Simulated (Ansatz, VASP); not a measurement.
# AlN: VASP beside Ansatz

The input POSCAR:

```
AlN
1.0
    0.0000000000      2.2722714690      2.0830640326
    2.2722714690      0.0000000000      2.0830640326
    2.2722714690      2.2722714690      0.0000000000
Al N
1 1
Direct
    0.0000000000      0.0000000000      0.0000000000
    0.2500000000      0.2500000000      0.2500000000
```

The input INCAR.step1:

```
SYSTEM = AlN
PREC = Accurate ; ENCUT = 520
EDIFF = 1E-5 ; ISMEAR = 0
SIGMA = 0.01 ; LREAL = .FALSE.
LASPH = .TRUE. ; NELM = 100
ALGO = Normal ; ISIF = 2
LWAVE = .TRUE. ; LCHARG = .FALSE.
GGA = PE ; NBANDS = 11
```

File INCAR.step2:

```
SYSTEM = AlN
PREC = Accurate ; ENCUT = 520
EDIFF = 1E-7 ; ISMEAR = 0
SIGMA = 0.01 ; LREAL = .FALSE.
LASPH = .TRUE. ; NELM = 100
ALGO = Normal ; ISIF = 2
LWAVE = .FALSE. ; LCHARG = .FALSE.
GGA = PE ; LHFCALC = .TRUE.
HFSCREEN = 0.2079 ; PRECFOCK = Normal
ISTART = 1 ; NBANDS = 11
```

KPOINTS

```
Automatic mesh
0
G
  8 8 8
  0 0 0
```

Input for Ansatz:

```yaml
crystal:
  lattice:
    - [0.0, 2.272271469, 2.0830640326]
    - [2.272271469, 0.0, 2.0830640326]
    - [2.272271469, 2.272271469, 0.0]
  atoms:
    - { symbol: Al, position: [0.0, 0.0, 0.0] }
    - { symbol: "N", position: [0.25, 0.25, 0.25] }
kpoints:
  mp_grid: { grid: [8, 8, 8] }
  band_path:
    path:
      - [0.0, 0.0, 0.0]
      - [-0.5, -0.5, 0.0]
      - [-0.375, -0.375, 0.25]
      - [-0.375, 0.0, 0.375]
      - [0.0, 0.0, 0.5]
      - [-0.5, -0.25, 0.25]
    npoints: 1
hamiltonian:
  xc: hse06
scf:
  occupations: { method: fixed }
  n_extra_bands: 4
output:
  forces: true
  stress: true
  eigenvalues: true
```

Change from the starting cell: epitaxial_xy strain +4.0%.

Alike in both runs: task single point; functional HSE06; k mesh 8 × 8 × 8; no spin polarisation.

|  | VASP | Ansatz |
| --- | --- | --- |
| version | VASP 6.6.1 | Ansatz 0.2.0 |
| potentials or method | VASP PAW PBE potentials, release 64 (Al, N) | plane waves, PAW |
| plane-wave cutoff (eV) | 520 | 420 |
| occupations | gaussian, width 0.01 eV | fixed |
| valence electrons in the cell | 8 | 8 |

Ansatz gave:

| Quantity | Value |
| --- | --- |
| gap on the k mesh at the Fermi level (eV) | 4.11 |
| pressure (GPa) | -7.3 |
| traceless stress, the component that is largest in VASP (GPa) | 6.54 |

Problem. Which values does VASP return?

Solution. gap on the k mesh at the Fermi level (eV): 4.11; pressure (GPa): -7.5; traceless stress, the component that is largest in VASP (GPa): 6.60.

Ansatz's warnings: stress exchange threshold loose, stress scf threshold loose.
